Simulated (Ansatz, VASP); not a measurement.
# Two plane-wave programs on Si2Mo

```xyz
3
Lattice="-1.6000 1.6000 3.9305 1.6000 -1.6000 3.9305 1.6000 1.6000 -3.9305" Properties=species:S:1:pos:R:3 pbc="T T T"
Mo    0.0000    0.0000    0.0000
Si    0.0000    0.0000    5.2433
Si    0.0000    0.0000    2.6177
```

Alike in both runs: task single point; functional PBE; k mesh 12 × 12 × 12; occupations gaussian, width 0.018 eV; no spin polarisation.

|  | VASP | Ansatz |
| --- | --- | --- |
| version | VASP 6.6.1 | Ansatz 0.2.0 |
| potentials or method | VASP PAW PBE potentials, release 64 (Mo_sv, Si) | Ansatz PAW |
| plane-wave cutoff (eV) | 520 | 420 |
| valence electrons in the cell | 22 | 22 |

Ansatz gave:

```
gap on the k mesh at the Fermi level (eV)                     : none
pressure (GPa)                                                : 2.2
traceless stress, the component that is largest in VASP (GPa) : -0.76
rms of the force components (eV/Å)                            : 0.130
```

Which values does VASP return?

gap on the k mesh at the Fermi level (eV): none; pressure (GPa): 2.4; traceless stress, the component that is largest in VASP (GPa): -0.78; rms of the force components (eV/Å): 0.128.

Atom by atom the forces differ by 0.002 eV/Å (rms over components). A gap of «none» marks a metal or a gap that the smearing closes.
